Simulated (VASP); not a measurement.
# Rb2H3 (P-6m2) in VASP: notebook, part 2 of 2

VASP 6.6.1. The steps go on from the part before.

## Step 4: Single point, PBE

This run uses another cell than the first one, of 63.64 Å³/atom.

File INCAR:

```
SYSTEM = Rb2H3
PREC     = Accurate       ! precision mode
ENCUT    = 520            ! plane-wave cutoff, eV
EDIFF    = 1E-7           ! SCF threshold, eV
ISMEAR   = 0              ! smearing method
SIGMA    = 0.1            ! smearing width, eV
LREAL    = .False.        ! projectors in reciprocal space
LASPH    = .True.         ! aspherical terms in the spheres
NELM     = 80             ! most SCF steps
ALGO     = Normal         ! electronic algorithm
ISIF     = 2              ! what is computed and relaxed
LWAVE    = .False.        ! write WAVECAR
LCHARG   = .False.        ! write CHGCAR
GGA      = PE             ! functional
NBANDS   = 18             ! bands
```

File KPOINTS:

```
regular mesh
0
Gamma
  9 9 4
  0 0 0
```

File POSCAR:

```
Rb2H3
1.0
    5.0979743656      0.0000000000      0.0000000000
   -2.5489871828      4.4149753085      0.0000000000
    0.0000000000      0.0000000000     14.1376281303
Rb H
2 3
Direct
    0.6666666667      0.3333333333      0.1765058387
    0.6666666667      0.3333333333      0.8234941613
    0.0000000000      0.0000000000      0.4733734937
    0.0000000000      0.0000000000      0.5266265063
    0.6666666667      0.3333333333      0.0000000000
```

Potentials or basis: VASP PAW PBE potentials, release 64 (Rb_sv, H).

Started as:

```bash
> cat potpaw_PBE.64/Rb_sv/POTCAR potpaw_PBE.64/H/POTCAR > POTCAR
> mpirun -np 1 vasp_std > vasp.out
```

OUTCAR:

```text
SYSTEM = Rb2H3
   PREC = Accurate
   ENCUT = 520
   EDIFF = 1E-7
   ISMEAR = 0
   LREAL = .False.
   LASPH = .True.
   NELM = 80
   ISIF = 2
   GGA = PE

 ion  position               nearest neighbor table
   1  0.667  0.333  0.177-   5 2.50   2 4.99
   2  0.667  0.333  0.823-   5 2.50   1 4.99
   3  0.000  0.000  0.473-   4 0.75
   4  0.000  0.000  0.527-   3 0.75
   5  0.667  0.333  0.000-   1 2.50   2 2.50

  LATTYP: Found a hexagonal cell.
 ALAT       =     5.0979743656
 C/A-ratio  =     2.7731854098

  Lattice vectors:

 A1 = (   5.0979743656,   0.0000000000,   0.0000000000)
 A2 = (  -2.5489871828,   4.4149753085,   0.0000000000)
 A3 = (   0.0000000000,   0.0000000000,  14.1376281303)

Analysis of symmetry for initial positions (statically):
=====================================================================
 Subroutine PRICEL returns:
 Original cell was already a primitive cell.

 Routine SETGRP: Setting up the symmetry group for a
 hexagonal supercell.

 Subroutine GETGRP returns: Found 12 space group operations
 (whereof 12 operations were pure point group operations)
 out of a pool of 24 trial point group operations.

The static configuration has the point symmetry D_3h.

Analysis of symmetry for dynamics (positions and initial velocities):
=====================================================================
 Subroutine PRICEL returns:
 Original cell was already a primitive cell.

 Routine SETGRP: Setting up the symmetry group for a
 hexagonal supercell.

 Subroutine GETGRP returns: Found 12 space group operations
 (whereof 12 operations were pure point group operations)
 out of a pool of 24 trial point group operations.

The dynamic configuration has the point symmetry D_3h.

 Subroutine INISYM returns: Found 12 space group operations
 (whereof 12 operations are pure point group operations),
 and found     1 'primitive' translations

----------------------------------------------------------------------------------------

                                     Primitive cell

  volume of cell :     318.2017

  direct lattice vectors                    reciprocal lattice vectors
     5.097974366  0.000000000  0.000000000     0.196156341  0.113250916  0.000000000
    -2.548987183  4.414975308  0.000000000     0.000000000  0.226501833  0.000000000
     0.000000000  0.000000000 14.137628130     0.000000000  0.000000000  0.070733223

  length of vectors
     5.097974366  5.097974366 14.137628130     0.226501833  0.226501833  0.070733223

  position of ions in fractional coordinates (direct lattice)
     0.666666667  0.333333333  0.176505839
     0.666666667  0.333333333  0.823494161
     0.000000000  0.000000000  0.473373494
     0.000000000  0.000000000  0.526626506
     0.666666667  0.333333333  0.000000000

  ion indices of the primitive-cell ions
   primitive index   ion index
                 1           1
                 2           2
                 3           3
                 4           4
                 5           5

----------------------------------------------------------------------------------------

[... 25 lines left out ...]
            Coordinates               Weight
  0.000000  0.000000  0.000000      1.000000
  0.111111  0.000000  0.000000      6.000000
  0.222222  0.000000  0.000000      6.000000
  0.333333  0.000000  0.000000      6.000000
  0.444444  0.000000  0.000000      6.000000
  0.111111  0.111111  0.000000      6.000000
[... 16 lines left out ...]
  0.333333  0.222222  0.250000     24.000000
  0.333333  0.333333  0.250000      4.000000
 [... further k-points ...]
   k-points           NKPTS =     36   k-points in BZ     NKDIM =     36   number of bands    NBANDS=     18
   number of dos      NEDOS =    301   number of ions     NIONS =      5
   total plane-waves  NPLWV = 172800
   dimension x,y,z NGX =    40 NGY =   40 NGZ =  108
   dimension x,y,z NGXF=    80 NGYF=   80 NGZF=  216
   ions per type =               2   3
   NGX,Y,Z   is equivalent  to a cutoff of  13.04, 13.04, 12.70 a.u.
   NGXF,Y,Z  is equivalent  to a cutoff of  26.09, 26.09, 25.40 a.u.
 SYSTEM =  Rb2H3
   PREC   = accura    normal or accurate (medium, high low for compatibility)
   ISTART =      0    job   : 0-new  1-cont  2-samecut
   ICHARG =      2    charge: 1-file 2-atom 10-const
   ISPIN  =      1    spin polarized calculation?
   LNONCOLLINEAR =      F non collinear calculations
   LSORBIT =      F    spin-orbit coupling
   LASPH  =      T    aspherical Exc in radial PAW
   ENCUT  =  520.0 eV  38.22 Ry    6.18 a.u.   9.48  9.48 26.29*2*pi/ulx,y,z
   NELM   =     80;   NELMIN=  2; NELMDL= -5     # of ELM steps
   EDIFF  = 0.1E-06   stopping-criterion for ELM
   LREAL  =      F    real-space projection
   EDIFFG = 0.1E-05   stopping-criterion for IOM
   NSW    =      0    number of steps for IOM
   IBRION =     -1    ionic relax: 0-MD 1-quasi-New 2-CG
   NFREE  =      0    steps in history (QN), initial steepest desc. (CG)
   ISIF   =      2    stress and relaxation
   ISYM   =      2    0-nonsym 1-usesym 2-fastsym
   POTIM  = 0.5000    time-step for ionic-motion
   TEBEG  =    0.0;   TEEND  =   0.0 temperature during run
   PSTRESS=    0.0 pullay stress
   NELECT =      21.0000    total number of electrons
   NUPDOWN=      -1.0000    fix difference up-down
   EMIN   =  10.00;   EMAX   =-10.00  energy-range for DOS
   EFERMI =   0.00;   METHOD = LEGACY
   ISMEAR =     0;   SIGMA  =   0.10  broadening in eV -4-tet -1-fermi 0-gaus
   EFERMI_NEDOS =   21; number of points for ismear=-14 and -15
   IALGO  =     38    algorithm
   IMIX   =      4    mixing-type and parameters
     AMIX     =   0.40;   BMIX     =  1.00
     AMIX_MAG =   1.60;   BMIX_MAG =  1.00
  volume/ion in A,a.u.               =      63.64       429.47
  Fermi-wavevector in a.u.,A,eV,Ry     =   0.661577  1.250199  5.955055  0.437684
  Thomas-Fermi vector in A             =   1.734379
   LORBIT       =      0    0 simple, 1 ext, 2 COOP (PROOUT), +10 PAW based schemes
   GGA     = PE    functional components
   LHFCALC =     F    Hartree Fock is set to
   AEXX    =    0.0000 exact exchange contribution
   IVDW    =     0    specifies the selected vdW correction
   LEPSILON=     F    determine dielectric tensor
   LRPA    =     F    only Hartree local field effects (RPA)
 non-spin polarized calculation
 Gauss-broadening in eV      SIGMA  =   0.10
  energy-cutoff  :      520.00
  volume of cell :      318.20
 maximum number of plane-waves:      8632
 NGX is ok and might be reduce to    40
   NGX = 19   NGY = 19   NGZ = 53

 number of electron      21.0000001 magnetization

 Free energy of the ion-electron system (eV)
  ---------------------------------------------------
  ext. energy  EPLUGINS =         0.00000000
  ---------------------------------------------------
  free energy    TOTEN  =       -11.27016599 eV

  energy without entropy =      -11.25784487  energy(sigma->0) =      -11.26400543

 E-fermi :  -0.9608     XC(G=0):  -4.2445

 val. band max:       -0.9782387340   @ k =   0.2222   0.0000   0.0000
 cond. band min:      -0.9569920481   @ k =   0.2222   0.1111   0.0000
 fundamental gap:      0.0212466859
 Fermi energy:        -0.9608492202

 k-point     1 :       0.0000    0.0000    0.0000
  band No.  band energies     occupation
      1     -29.6783      2.00000
      2     -29.6772      2.00000
      3     -13.8062      2.00000
      4     -13.8062      2.00000
      5     -13.8041      2.00000
      6     -13.8041      2.00000
[... 481 lines left out ...]
      5     -13.8490      2.00000
      6     -13.8490      2.00000
[... 10 lines left out ...]
     17       1.5228      0.00000
     18       1.7533      0.00000

 [... further k-points ...]

------------------------ aborting loop because EDIFF is reached ----------------------------------------

  FORCE on cell =-STRESS in cart. coord.  units (eV):
  Direction    XX          YY          ZZ          XY          YZ          ZX
  --------------------------------------------------------------------------------------
  -------------------------------------------------------------------------------------
  Total       -0.0258883     -0.0258883      0.0063216      0.0000000     -0.0000000      0.0000000
  in kB       -0.1303503     -0.1303503      0.0318299      0.0000000     -0.0000000      0.0000000
  external PRESSURE =      -0.0762902 kB  Pullay stress =       0.0000000 kB

 VOLUME and BASIS-vectors are now :
 -----------------------------------------------------------------------------
  energy-cutoff  :      520.00
  volume of cell :      318.20
      direct lattice vectors                 reciprocal lattice vectors
     5.097974366  0.000000000  0.000000000     0.196156341  0.113250916  0.000000000
    -2.548987183  4.414975308  0.000000000     0.000000000  0.226501833  0.000000000
     0.000000000  0.000000000 14.137628130     0.000000000  0.000000000  0.070733223

 POSITION                                       TOTAL-FORCE (eV/Angst)
 -----------------------------------------------------------------------------------
      2.54899      1.47166      2.49537         0.000000     -0.000000      0.004725
      2.54899      1.47166     11.64225        -0.000000     -0.000000     -0.004725
      0.00000      0.00000      6.69238         0.000000      0.000000      0.006225
      0.00000      0.00000      7.44525         0.000000      0.000000     -0.006225
      2.54899      1.47166      0.00000         0.000000     -0.000000      0.000000
 -----------------------------------------------------------------------------------
    total drift:                               -0.000000      0.000000      0.000000

  FREE ENERGIE OF THE ION-ELECTRON SYSTEM (eV)
  ---------------------------------------------------
  free  energy   TOTEN  =       -11.2701659944 eV

  energy  without entropy=      -11.2578448730  energy(sigma->0) =      -11.26400543
```

Wall time 2.3 min (1 thread of AMD EPYC 9R45 (Zen 5), shared host); peak memory 0.49 GiB.

What came out:

```yaml
Free_energy: -11.2702 eV
Pressure: 0.0 GPa
Largest_force: 0.006 eV/Å
Band_gap_on_the_k_mesh: zero (an odd number of electrons rules out a gap without spin polarisation)
```

Forces on the atoms (eV/Å):
```
Rb   0.000  0.000  0.005
Rb   0.000  0.000 -0.005
H    0.000  0.000  0.006
H    0.000  0.000 -0.006
H    0.000  0.000  0.000
```

Caveat: an odd number of electrons without spin polarisation forces a metal; a magnetic or distorted state may lie lower.

## Step 5: Relaxation of cell and atoms, PBE

File INCAR:

```
SYSTEM = Rb2H3
PREC     = Accurate       ! precision mode
ENCUT    = 600            ! plane-wave cutoff, eV
EDIFF    = 1E-6           ! SCF threshold, eV
ISMEAR   = 0              ! smearing method
SIGMA    = 0.1            ! smearing width, eV
LREAL    = .False.        ! projectors in reciprocal space
LASPH    = .True.         ! aspherical terms in the spheres
NELM     = 80             ! most SCF steps
ALGO     = Normal         ! electronic algorithm
ISIF     = 3              ! what is computed and relaxed
LWAVE    = .False.        ! write WAVECAR
LCHARG   = .False.        ! write CHGCAR
GGA      = PE             ! functional
IBRION   = 2              ! ionic algorithm
NSW      = 100            ! ionic steps
EDIFFG   = -0.01          ! ionic threshold
```

File KPOINTS:

```
Automatic mesh
0
Gamma
  9 9 4
  0 0 0
```

File POSCAR:

```
Rb2H3
1.0
    5.1356162483      0.0000000000      0.0000000000
   -2.5678081242      4.4475741351      0.0000000000
    0.0000000000      0.0000000000     13.4239368159
Rb H
2 3
Direct
    0.6666666667      0.3333333333      0.1857695640
    0.6666666667      0.3333333333      0.8142304360
    0.0000000000      0.0000000000      0.4718965026
    0.0000000000      0.0000000000      0.5281034974
    0.6666666667      0.3333333333      0.0000000000
```

Started as:

```bash
> cat potpaw_PBE.64/Rb_sv/POTCAR potpaw_PBE.64/H/POTCAR > POTCAR
> mpirun -np 1 vasp_std > vasp.out
```

It took 40 min on 1 thread of AMD EPYC 9R45 (Zen 5), shared host; peak memory 0.56 GiB.

Results (log left out):

- Free energy: -11.2713 eV
- Relaxed volume: 63.72 Å³/atom
- Relaxed cell: a = 5.093 Å, b = 5.093 Å, c = 14.181 Å, α = 90.00°, β = 90.00°, γ = 120.00°
- Space group after relaxing (to 0.1 Å): P-6m2 (No. 187)
- Energy gained by relaxing: 0.8 meV/atom
- Ionic steps: 54
- Pressure after relaxing: 0.0 GPa
- Largest force after relaxing: 0.004 eV/Å
- Band gap on the k mesh: zero (an odd number of electrons rules out a gap without spin polarisation)

Forces on the atoms (eV/Å):
```
Rb   0.000  0.000 -0.001
Rb   0.000  0.000  0.001
H    0.000  0.000 -0.004
H    0.000  0.000  0.004
H    0.000  0.000  0.000
```

Step by step:
| step | energy change (eV) | largest force (eV/Å) | pressure (GPa) | volume (Å³) |
| --- | --- | --- | --- | --- |
| 1 | 0.0000 | 0.0324 | 0.01 | 306.62 |
| 3 | -0.0002 | 0.0594 | 0.01 | 306.79 |
| 5 | -0.0004 | 0.0264 | 0.00 | 307.12 |
| 7 | -0.0004 | 0.0304 | -0.01 | 307.40 |
| 9 | -0.0005 | 0.0289 | -0.01 | 307.33 |
| 11 | -0.0007 | 0.0309 | -0.01 | 307.02 |
| 13 | -0.0011 | 0.1491 | -0.01 | 305.77 |
| 15 | -0.0012 | 0.1438 | 0.00 | 305.71 |
| 17 | -0.0013 | 0.1198 | 0.00 | 305.43 |
| 19 | -0.0017 | 0.0221 | 0.03 | 304.34 |
| 21 | -0.0018 | 0.0106 | 0.03 | 304.57 |
| 23 | -0.0021 | 0.0750 | 0.03 | 305.57 |
| 25 | -0.0022 | 0.0173 | 0.01 | 306.13 |
| 27 | -0.0022 | 0.0191 | 0.00 | 306.25 |
| 29 | -0.0022 | 0.0185 | 0.01 | 306.21 |
| 31 | -0.0022 | 0.0193 | 0.01 | 306.27 |
| 33 | -0.0023 | 0.0184 | 0.01 | 306.68 |
| 35 | -0.0025 | 0.0169 | 0.01 | 308.29 |
| 37 | -0.0031 | 0.0239 | -0.01 | 314.79 |
| 39 | -0.0031 | 0.0125 | 0.00 | 314.89 |
| 41 | -0.0033 | 0.0445 | 0.00 | 315.49 |
| 43 | -0.0034 | 0.2035 | 0.04 | 318.15 |
| 45 | -0.0036 | 0.1292 | 0.02 | 316.92 |
| 47 | -0.0036 | 0.1248 | 0.02 | 316.98 |
| 49 | -0.0037 | 0.1053 | 0.01 | 317.24 |
| 51 | -0.0040 | 0.0284 | 0.01 | 318.28 |
| 53 | -0.0040 | 0.0113 | 0.00 | 318.83 |
| 54 | -0.0040 | 0.0039 | 0.00 | 318.62 |

Final structure:
```cif
data_structure
_symmetry_space_group_name_H-M 'P 1'
_symmetry_Int_Tables_number 1
_cell_length_a 5.0935
_cell_length_b 5.0935
_cell_length_c 14.1814
_cell_angle_alpha 90.000
_cell_angle_beta 90.000
_cell_angle_gamma 120.000
_cell_volume 318.62
loop_
_atom_site_label
_atom_site_type_symbol
_atom_site_fract_x
_atom_site_fract_y
_atom_site_fract_z
_atom_site_occupancy
Rb1 Rb 0.66667 0.33333 0.17614 1
Rb2 Rb 0.66667 0.33333 0.82386 1
H1 H 0.00000 0.00000 0.47347 1
H2 H 0.00000 0.00000 0.52653 1
H3 H 0.66667 0.33333 0.00000 1
```

Levels at points of the mesh, in eV from the Fermi level:
```csv
k point,band 7,band 8,band 9,band 10,band 11,band 12,band 13,band 14
"(0.00, 0.00, 0.00)",-12.73,-12.68,-7.92,-2.07,-0.77,-0.34,1.56,1.64
"(0.00, 0.00, 0.50)",-12.73,-12.68,-7.92,-2.07,-0.71,-0.40,1.48,1.73
```

Caveat: an odd number of electrons without spin polarisation forces a metal; a magnetic or distorted state may lie lower.

## Step 6: The runs side by side

| task | cell | k mesh | cutoff (eV) | gap on the mesh (eV) | pressure (GPa) | relaxed volume (Å³/atom) | largest force (eV/Å) |
| --- | --- | --- | --- | --- | --- | --- | --- |
| single point | a = 5.136, b = 5.136, c = 13.424 Å, angles 90.0, 90.0, 120.0°, 5 atoms, atomic positions A | 6 × 6 × 2 | 520 | none | 0.0 | - | 0.03 |
| relaxation of cell and atoms | relaxed from a = 3.967, b = 3.967, c = 7.778 Å, angles 90.0, 90.0, 120.0°, 5 atoms, atomic positions B | 6 × 6 × 2 | 600 | none | 0.0 | 50.67 | 0.03 |
| single point | a = 5.098, b = 5.098, c = 14.138 Å, angles 90.0, 90.0, 120.0°, 5 atoms, atomic positions C | 9 × 9 × 4 | 520 | none | 0.0 | - | 0.01 |
| relaxation of cell and atoms | relaxed from a = 5.136, b = 5.136, c = 13.424 Å, angles 90.0, 90.0, 120.0°, 5 atoms, atomic positions A | 9 × 9 × 4 | 600 | none | 0.0 | 63.72 | - |

Alike in all rows: level PBE; potentials or basis VASP PAW PBE potentials, release 64 (Rb_sv, H); no spin polarisation; smearing gaussian 0.1 eV.

Caveats: some runs use coarse meshes; an odd number of electrons without spin polarisation forces a metal; a magnetic or distorted state may lie lower; the volume moved by over 15 % at a fixed basis, so the end points are rough (at least some runs).

Total energies depend on the potentials used, so only differences within one code and one set of settings carry meaning.

The gap in the log of VASP goes by the Fermi energy; the results here count the filled bands.